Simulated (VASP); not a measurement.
Crystal: Ti.

```
CELL_PARAMETERS angstrom
2.93573 0.00000 0.00000
-1.46787 2.54242 0.00000
0.00000 0.00000 4.64086
ATOMIC_POSITIONS crystal
Ti 0.33333 0.66667 0.25000
Ti 0.66667 0.33333 0.75000
```

| Item | Value |
| --- | --- |
| Program | VASP 6.6.1 |
| Task | relaxation of cell and atoms |
| Functional | PBEsol |
| Potentials or basis | VASP PAW PBE potentials, release 64 (Ti_sv) |
| Cutoff | 600 eV |
| k mesh | 18 × 18 × 10 |
| Occupations | gaussian, width 0.1 eV |
| Spin | no spin polarisation |

At the start: pressure -4.2 GPa; volume 17.32 Å³/atom.

**Question.** How do energy, volume and symmetry change on relaxing?

**Answer.** Over 8 steps the energy falls by 8.5 meV/atom and the volume is 16.67 Å³/atom (-3.7 %); space group P6_3/mmc (No. 194, to 0.1 Å) before and after.

The path:
| step | energy change (eV) | largest force (eV/Å) | pressure (GPa) | volume (Å³) |
| --- | --- | --- | --- | --- |
| 1 | 0.0000 | 0.0000 | -4.23 | 34.64 |
| 2 | -0.0061 | 0.0000 | 3.67 | 32.39 |
| 3 | -0.0170 | 0.0000 | 0.09 | 33.38 |
| 4 | -0.0170 | 0.0000 | -0.07 | 33.40 |
| 5 | -0.0170 | 0.0000 | -0.13 | 33.40 |
| 6 | -0.0170 | 0.0000 | -0.14 | 33.40 |
| 7 | -0.0170 | 0.0000 | -0.12 | 33.39 |
| 8 | -0.0170 | 0.0000 | 0.01 | 33.35 |

Final structure:
```cif
data_structure
_symmetry_space_group_name_H-M 'P 1'
_symmetry_Int_Tables_number 1
_cell_length_a 2.8971
_cell_length_b 2.8971
_cell_length_c 4.5876
_cell_angle_alpha 90.000
_cell_angle_beta 90.000
_cell_angle_gamma 120.000
_cell_volume 33.35
loop_
_atom_site_label
_atom_site_type_symbol
_atom_site_fract_x
_atom_site_fract_y
_atom_site_fract_z
_atom_site_occupancy
Ti1 Ti 0.33333 0.66667 0.25000 1
Ti2 Ti 0.66667 0.33333 0.75000 1
```

Caveat: the PAW data sets were made with another functional, which shifts forces and pressure a little.
